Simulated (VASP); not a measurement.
Write the native input for VASP 6.6.1 that does the following.

| Item | Value |
| --- | --- |
| Task | single point |
| Functional | r2SCAN |
| Dispersion | D3(BJ) |
| Potentials or basis | VASP PAW PBE potentials, release 64 (Ge_d) |
| Cutoff | 520 eV |
| k mesh | 9 × 9 × 9 |
| Occupations | methfessel-paxton, width 0.3 eV |
| Spin | no spin polarisation |
| Dipole correction | no |
| Further INCAR settings | ALGO = Normal; EDIFF = 1e-06; NBANDS = 13 |

Ge:

```
Ge
1.0
     1.43345   -2.66809    0.00000
     1.43345    2.66809    0.00000
     0.00000    0.00000    2.76835
Ge
1
Direct
  0.50000 0.50000 0.00000
```

These files were run (other wordings do the same):

POSCAR

```
Ge
1.0
    1.4334547104     -2.6680918854      0.0000000000
    1.4334547104      2.6680918854      0.0000000000
    0.0000000000      0.0000000000      2.7683460651
Ge
1
Direct
    0.5000000000      0.5000000000      0.0000000000
```

INCAR.step1

```
SYSTEM = Ge
PREC = Accurate ; ENCUT = 520
ISMEAR = 1 ; SIGMA = 0.3
LREAL = .False. ; LASPH = .True.
NELM = 100 ; NBANDS = 13
GGA = PE ; ALGO = Normal
EDIFF = 1E-4 ; LWAVE = .True.
LCHARG = .False.
```

INCAR.step2

```
SYSTEM = Ge
PREC = Accurate ; ENCUT = 520
EDIFF = 1E-6 ; ISMEAR = 1
SIGMA = 0.3 ; LREAL = .False.
LASPH = .True. ; NELM = 100
ALGO = Normal ; ISIF = 2
LWAVE = .False. ; LCHARG = .False.
METAGGA = R2SCAN ; LMIXTAU = .True.
IVDW = 12 ; VDW_S6 = 1.0
VDW_S8 = 0.78981345 ; VDW_A1 = 0.49484001
VDW_A2 = 5.73083694 ; NBANDS = 13
ISTART = 1
```

KPOINTS

```
Automatic mesh
0
Gamma
  9 9 9
  0 0 0
```

Potentials or basis: VASP PAW PBE potentials, release 64 (Ge_d).

Launch:

```sh
$ cat potpaw_PBE.64/Ge_d/POTCAR > POTCAR
$ cp INCAR.step1 INCAR
$ mpirun -np 1 vasp_std > vasp.out
$ cp INCAR.step2 INCAR
$ mpirun -np 1 vasp_std > vasp.out
```

Results of the run:

```json
{
 "Pressure": "-8.3 GPa",
 "Band gap on the k mesh": "zero (bands 7 and 8 overlap by 9.60 eV)",
 "Dispersion energy per atom": "-0.148 eV"
}
```

Caveat: the cell stands under tension; so wide a smearing shifts energies and pressures; the PAW data sets were made with another functional, which shifts forces and pressure a little.

It took 100 s on 1 thread of Intel Xeon 8259CL, with other jobs on the host, peak memory 0.17 GiB.
